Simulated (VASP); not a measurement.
CsCl:

```
Cs Cl
1.0
     4.14068    0.00000    0.00000
     0.00000    4.14068    0.00000
     0.00000    0.00000    4.14068
Cs Cl
1 1
Direct
  0.00000 0.00000 0.00000
  0.50000 0.50000 0.50000
```

Base run:

```yaml
Program: VASP 6.6.1
Functional: PBEsol
Potentials_or_basis: VASP PAW PBE potentials, release 64 (Cs_sv, Cl)
Cutoff: 500 eV
k_mesh: 4 × 4 × 4
Occupations: gaussian, width 0.01 eV
Spin: no spin polarisation
```

Its results: band gap on the k mesh 4.99 eV; pressure -0.8 GPa.

Task: After a change of settings the same cell gave: band gap on the k mesh 6.49 eV; pressure 0.3 GPa. Which change was it?
A. functional from PBEsol to PBE-based screened hybrid with 10 % exact exchange; cutoff from 500 eV to 400 eV
B. functional from PBEsol to PBE-based screened hybrid with 30 % exact exchange; cutoff from 500 eV to 400 eV
C. functional from PBEsol to PBE-based screened hybrid with 15 % exact exchange; cutoff from 500 eV to 400 eV

Result: B.

Caveats: the PAW data sets were made with another functional, which shifts forces and pressure a little; spin-orbit coupling is left out, which moves the levels of the heavy elements.
